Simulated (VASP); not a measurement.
# Na (Fd-3m) in VASP: a series of runs

The runs below take Na through single point, with RPBE.

Everything below comes from runs of VASP 6.6.1. Logs are shortened: lines on timing, memory, paths and dates and some standing lists are left out, and cuts for length are marked.

## 1. The cell of the first run

Symmetry: Fd-3m, No. 227, cubic system. Conventional cell: a = 7.444 Å, b = 7.444 Å, c = 7.444 Å, α = 90.00°, β = 90.00°, γ = 90.00°. Within 4.2 Å of Na (site symmetry -43m) lie 4 Na at 3.22 Å.

This isn't the form of Na at room conditions, which is bcc.

## 2. Single point, RPBE (51.56 Å³/atom)

The input, INCAR:

```
ALGO = Normal ; EDIFF = 1E-6
ENCUT = 500 ; GGA = RP
GGA_COMPAT = False ; ISIF = 2
ISMEAR = -1 ; LASPH = True
LCHARG = False ; LREAL = False
LWAVE = False ; NBANDS = 14
NELM = 120 ; PREC = Accurate
SIGMA = 0.1
```

The input, KPOINTS:

```
k-points
0
Gamma
  8 8 8
```

The input, POSCAR:

```
Na
1.0
    0.0000000000      3.7218372588      3.7218372588
    3.7218372588      0.0000000000      3.7218372588
    3.7218372588      3.7218372588      0.0000000000
Na
2
Direct
    0.1250000000      0.1250000000      0.1250000000
    0.8750000000      0.8750000000      0.8750000000
```

Potentials or basis: VASP PAW PBE potentials, release 64 (Na_pv).

On the command line:

```bash
$ cat potpaw_PBE.64/Na_pv/POTCAR > POTCAR
$ mpirun -np 1 vasp_std > vasp.out
```

OUTCAR:

```text
EDIFF = 1E-6
   ENCUT = 500
   GGA = RP
   ISIF = 2
   ISMEAR = -1
   LASPH = True
   LREAL = False
   NELM = 120
   PREC = Accurate

 ion  position               nearest neighbor table
   1  0.125  0.125  0.125-
   2  0.875  0.875  0.875-

  LATTYP: Found a face centered cubic cell.
 ALAT       =     7.4436745176

  Lattice vectors:

 A1 = (   0.0000000000,   3.7218372588,   3.7218372588)
 A2 = (   3.7218372588,   0.0000000000,   3.7218372588)
 A3 = (   3.7218372588,   3.7218372588,   0.0000000000)

Analysis of symmetry for initial positions (statically):
=====================================================================
 Subroutine PRICEL returns:
 Original cell was already a primitive cell.

 Routine SETGRP: Setting up the symmetry group for a
 face centered cubic supercell.

 Subroutine GETGRP returns: Found 48 space group operations
 (whereof 12 operations were pure point group operations)
 out of a pool of 48 trial point group operations.

The static configuration has the point symmetry D_3d.
 The point group associated with its full space group is O_h .

Analysis of symmetry for dynamics (positions and initial velocities):
=====================================================================
 Subroutine PRICEL returns:
 Original cell was already a primitive cell.

 Routine SETGRP: Setting up the symmetry group for a
 face centered cubic supercell.

 Subroutine GETGRP returns: Found 48 space group operations
 (whereof 12 operations were pure point group operations)
 out of a pool of 48 trial point group operations.

The dynamic configuration has the point symmetry D_3d.
 The point group associated with its full space group is O_h .

 Subroutine INISYM returns: Found 48 space group operations
 (whereof 12 operations are pure point group operations),
 and found     1 'primitive' translations

----------------------------------------------------------------------------------------

                                     Primitive cell

  volume of cell :     103.1103

  direct lattice vectors                    reciprocal lattice vectors
     0.000000000  3.721837259  3.721837259    -0.134342252  0.134342252  0.134342252
     3.721837259  0.000000000  3.721837259     0.134342252 -0.134342252  0.134342252
     3.721837259  3.721837259  0.000000000     0.134342252  0.134342252 -0.134342252

  length of vectors
     5.263472728  5.263472728  5.263472728     0.232687607  0.232687607  0.232687607

[... 83 lines left out ...]
   NSW    =      0    number of steps for IOM
   IBRION =     -1    ionic relax: 0-MD 1-quasi-New 2-CG
   NFREE  =      0    steps in history (QN), initial steepest desc. (CG)
   ISIF   =      2    stress and relaxation
   ISYM   =      2    0-nonsym 1-usesym 2-fastsym
   POTIM  = 0.5000    time-step for ionic-motion
   TEBEG  =    0.0;   TEEND  =   0.0 temperature during run
   PSTRESS=    0.0 pullay stress
   NELECT =      14.0000    total number of electrons
   NUPDOWN=      -1.0000    fix difference up-down
   EMIN   =  10.00;   EMAX   =-10.00  energy-range for DOS
   EFERMI =   0.00;   METHOD = LEGACY
   ISMEAR =    -1;   SIGMA  =   0.10  broadening in eV -4-tet -1-fermi 0-gaus
   EFERMI_NEDOS =   21; number of points for ismear=-14 and -15
   IALGO  =     38    algorithm
   IMIX   =      4    mixing-type and parameters
     AMIX     =   0.40;   BMIX     =  1.00
     AMIX_MAG =   1.60;   BMIX_MAG =  1.00
  volume/ion in A,a.u.               =      51.56       347.91
  Fermi-wavevector in a.u.,A,eV,Ry     =   0.841428  1.590068  9.632932  0.708001
  Thomas-Fermi vector in A             =   1.955970
   LORBIT       =      0    0 simple, 1 ext, 2 COOP (PROOUT), +10 PAW based schemes
   GGA     = RP    functional components
   LHFCALC =     F    Hartree Fock is set to
   AEXX    =    0.0000 exact exchange contribution
   IVDW    =     0    specifies the selected vdW correction
   LEPSILON=     F    determine dielectric tensor
   LRPA    =     F    only Hartree local field effects (RPA)
 non-spin polarized calculation
  energy-cutoff  :      500.00
  volume of cell :      103.11
 maximum number of plane-waves:      2685
 NGX is ok and might be reduce to    40
   NGX = 19   NGY = 19   NGZ = 19

 number of electron      14.0000016 magnetization

 Free energy of the ion-electron system (eV)
  ---------------------------------------------------
  ext. energy  EPLUGINS =         0.00000000
  ---------------------------------------------------
  free energy    TOTEN  =        -1.73366777 eV

  energy without entropy =       -1.69901634  energy(sigma->0) =       -1.71634205

 E-fermi :  -0.4023     XC(G=0):  -5.5405

 val. band max:       -0.4362957701   @ k =  -0.3750   0.2500   0.1250
 cond. band min:      -0.3255550810   @ k =   0.5000   0.5000   0.0000
 fundamental gap:      0.1107406891
 Fermi energy:        -0.4023468844

 k-point     1 :       0.0000    0.0000    0.0000
  band No.  band energies     occupation
      1     -25.8441      2.00000
      2     -25.8441      2.00000
      3     -25.8441      2.00000
      4     -25.8050      2.00000
      5     -25.8050      2.00000
      6     -25.8050      2.00000
      7      -3.0284      2.00000
      8       4.3812      0.00000
      9       4.3813      0.00000
     10       4.3813      0.00000
     11       4.6629      0.00000
     12       4.6629      0.00000
     13       4.6629      0.00000
     14       6.4636      0.00000
[... 377 lines left out ...]
      1     -25.8520      2.00000
      2     -25.8498      2.00000
      3     -25.8356      2.00000
      4     -25.8142      2.00000
      5     -25.7995      2.00000
      6     -25.7976      2.00000
      7      -0.8407      1.97536
      8      -0.4363      1.16813
      9       1.8519      0.00000
     10       2.1391      0.00000
     11       4.4908      0.00000
     12       4.8117      0.00000
     13       6.7028      0.00000
     14       7.2578      0.00000

 [... further k-points ...]
[... 5 lines left out ...]
  --------------------------------------------------------------------------------------
  -------------------------------------------------------------------------------------
  Total        0.2481706      0.2481706      0.2481706     -0.0000000     -0.0000000     -0.0000000
  in kB        3.8561925      3.8561925      3.8561925     -0.0000000     -0.0000000     -0.0000000
  external PRESSURE =       3.8561925 kB  Pullay stress =       0.0000000 kB

 VOLUME and BASIS-vectors are now :
 -----------------------------------------------------------------------------
  energy-cutoff  :      500.00
  volume of cell :      103.11
      direct lattice vectors                 reciprocal lattice vectors
     0.000000000  3.721837259  3.721837259    -0.134342252  0.134342252  0.134342252
     3.721837259  0.000000000  3.721837259     0.134342252 -0.134342252  0.134342252
     3.721837259  3.721837259  0.000000000     0.134342252  0.134342252 -0.134342252

 POSITION                                       TOTAL-FORCE (eV/Angst)
 -----------------------------------------------------------------------------------
      0.93046      0.93046      0.93046         0.000000     -0.000000      0.000000
      6.51322      6.51322      6.51322        -0.000000      0.000000     -0.000000
 -----------------------------------------------------------------------------------
    total drift:                                0.000000      0.000000     -0.000000

  FREE ENERGIE OF THE ION-ELECTRON SYSTEM (eV)
  ---------------------------------------------------
  free  energy   TOTEN  =        -1.7336677660 eV

  energy  without entropy=       -1.6990163409  energy(sigma->0) =       -1.71634205
```

It took 44 s on 1 thread of Intel Xeon 8259CL, shared host; peak memory 0.23 GiB.

Results:

* Free energy: -1.7337 eV
* Pressure: 0.4 GPa
* Band gap on the k mesh: zero (bands 7 and 8 overlap by 0.87 eV)

Levels at points of the mesh, in eV from the Fermi level:
```tsv
k point	band 5	band 6	band 7	band 8	band 9	band 10
(0.00, 0.00, 0.00)	-25.40	-25.40	-2.63	4.78	4.78	4.78
(0.50, 0.00, 0.00)	-25.40	-25.40	-0.78	-0.35	4.05	4.05
(0.50, 0.50, 0.00)	-25.39	-25.39	0.08	0.08	2.48	2.48
```

Caveat: the PAW data sets were made with another functional, which shifts forces and pressure a little.

## 3. Single point, RPBE (53.90 Å³/atom)

This run uses another cell than the first one, of 53.90 Å³/atom.

The input, INCAR:

```
SYSTEM = Na
  ALGO = Normal
  EDIFF = 1E-6
  ENCUT = 500
  GGA = RP
  GGA_COMPAT = .False.
  ISIF = 2
  ISMEAR = -1
  LASPH = .True.
  LCHARG = .True.
  LELF = .True.
  LREAL = .False.
  LVHAR = .True.
  LWAVE = .False.
  NBANDS = 14
  NELM = 120
  PREC = Accurate
  SIGMA = 0.1
```

The input, KPOINTS:

```
k-points
0
Gamma
  8 8 8
  0 0 0
```

The input, POSCAR:

```
Na
1.0
    0.0000000000      3.7773952595      3.7773952595
    3.7773952595      0.0000000000      3.7773952595
    3.7773952595      3.7773952595      0.0000000000
Na
2
Direct
    0.1250000000      0.1250000000      0.1250000000
    0.8750000000      0.8750000000      0.8750000000
```

Potentials or basis: VASP PAW PBE potentials, release 64 (Na_pv).

On the command line:

```bash
$ cat potpaw_PBE.64/Na_pv/POTCAR > POTCAR
$ mpirun -np 1 vasp_std > vasp.out
```

OUTCAR:

```text
SYSTEM = Na
   EDIFF = 1E-6
   ENCUT = 500
   GGA = RP
   ISIF = 2
   ISMEAR = -1
   LASPH = .True.
   LREAL = .False.
   NELM = 120
   PREC = Accurate

 ion  position               nearest neighbor table
   1  0.125  0.125  0.125-
   2  0.875  0.875  0.875-

  LATTYP: Found a face centered cubic cell.
 ALAT       =     7.5547905190

  Lattice vectors:

 A1 = (   0.0000000000,   3.7773952595,   3.7773952595)
 A2 = (   3.7773952595,   0.0000000000,   3.7773952595)
 A3 = (   3.7773952595,   3.7773952595,   0.0000000000)

Analysis of symmetry for initial positions (statically):
=====================================================================
 Subroutine PRICEL returns:
 Original cell was already a primitive cell.

 Routine SETGRP: Setting up the symmetry group for a
 face centered cubic supercell.

 Subroutine GETGRP returns: Found 48 space group operations
 (whereof 12 operations were pure point group operations)
 out of a pool of 48 trial point group operations.

The static configuration has the point symmetry D_3d.
 The point group associated with its full space group is O_h .

Analysis of symmetry for dynamics (positions and initial velocities):
=====================================================================
 Subroutine PRICEL returns:
 Original cell was already a primitive cell.

 Routine SETGRP: Setting up the symmetry group for a
 face centered cubic supercell.

 Subroutine GETGRP returns: Found 48 space group operations
 (whereof 12 operations were pure point group operations)
 out of a pool of 48 trial point group operations.

The dynamic configuration has the point symmetry D_3d.
 The point group associated with its full space group is O_h .

 Subroutine INISYM returns: Found 48 space group operations
 (whereof 12 operations are pure point group operations),
 and found     1 'primitive' translations

----------------------------------------------------------------------------------------

[... 115 lines left out ...]
  Thomas-Fermi vector in A             =   1.941533
   LORBIT       =      0    0 simple, 1 ext, 2 COOP (PROOUT), +10 PAW based schemes
   GGA     = RP    functional components
   LHFCALC =     F    Hartree Fock is set to
   AEXX    =    0.0000 exact exchange contribution
   IVDW    =     0    specifies the selected vdW correction
   LEPSILON=     F    determine dielectric tensor
   LRPA    =     F    only Hartree local field effects (RPA)
 non-spin polarized calculation
  energy-cutoff  :      500.00
  volume of cell :      107.80
 maximum number of plane-waves:      2764
   NGX = 19   NGY = 19   NGZ = 19

 number of electron      13.9999989 magnetization

 Free energy of the ion-electron system (eV)
  ---------------------------------------------------
  ext. energy  EPLUGINS =         0.00000000
  ---------------------------------------------------
  free energy    TOTEN  =        -1.74336890 eV

  energy without entropy =       -1.70783056  energy(sigma->0) =       -1.72559973

 E-fermi :  -0.4967     XC(G=0):  -5.4390

 val. band max:       -0.5101283102   @ k =  -0.3750   0.2500   0.1250
 cond. band min:      -0.4303833261   @ k =   0.5000   0.5000   0.0000
 fundamental gap:      0.0797449842
 Fermi energy:        -0.4966887569

 k-point     1 :       0.0000    0.0000    0.0000
  band No.  band energies     occupation
      1     -25.9378      2.00000
      2     -25.9378      2.00000
      3     -25.9378      2.00000
      4     -25.9035      2.00000
      5     -25.9035      2.00000
      6     -25.9035      2.00000
      7      -3.0474      2.00000
      8       4.1451      0.00000
      9       4.1451      0.00000
     10       4.1451      0.00000
     11       4.4403      0.00000
     12       4.4403      0.00000
     13       4.4403      0.00000
     14       6.1470      0.00000
[... 377 lines left out ...]
      1     -25.9445      2.00000
      2     -25.9427      2.00000
      3     -25.9302      2.00000
      4     -25.9116      2.00000
      5     -25.8988      2.00000
      6     -25.8972      2.00000
      7      -0.9466      1.97800
      8      -0.5101      1.06710
      9       1.6774      0.00000
     10       1.9944      0.00000
     11       4.2687      0.00000
     12       4.5850      0.00000
     13       6.4169      0.00000
     14       6.9666      0.00000

 [... further k-points ...]
[... 5 lines left out ...]
  --------------------------------------------------------------------------------------
  -------------------------------------------------------------------------------------
  Total        0.1525276      0.1525276      0.1525276     -0.0000000      0.0000000      0.0000000
  in kB        2.2670009      2.2670009      2.2670009     -0.0000000      0.0000000      0.0000000
  external PRESSURE =       2.2670009 kB  Pullay stress =       0.0000000 kB

 VOLUME and BASIS-vectors are now :
 -----------------------------------------------------------------------------
  energy-cutoff  :      500.00
  volume of cell :      107.80
      direct lattice vectors                 reciprocal lattice vectors
     0.000000000  3.777395259  3.777395259    -0.132366344  0.132366344  0.132366344
     3.777395259  0.000000000  3.777395259     0.132366344 -0.132366344  0.132366344
     3.777395259  3.777395259  0.000000000     0.132366344  0.132366344 -0.132366344

 POSITION                                       TOTAL-FORCE (eV/Angst)
 -----------------------------------------------------------------------------------
      0.94435      0.94435      0.94435         0.000000      0.000000      0.000000
      6.61044      6.61044      6.61044        -0.000000     -0.000000     -0.000000
 -----------------------------------------------------------------------------------
    total drift:                                0.000000      0.000000     -0.000000

  FREE ENERGIE OF THE ION-ELECTRON SYSTEM (eV)
  ---------------------------------------------------
  free  energy   TOTEN  =        -1.7433689018 eV

  energy  without entropy=       -1.7078305639  energy(sigma->0) =       -1.72559973
```

Run time: 54 s. Hardware: 1 thread of Intel Xeon 8259CL, shared host; peak memory 0.23 GiB.

What came out:

- Free energy: -1.7434 eV
- Pressure: 0.2 GPa
- Band gap on the k mesh: zero (bands 7 and 8 overlap by 0.80 eV)

Caveat: the PAW data sets were made with another functional, which shifts forces and pressure a little.
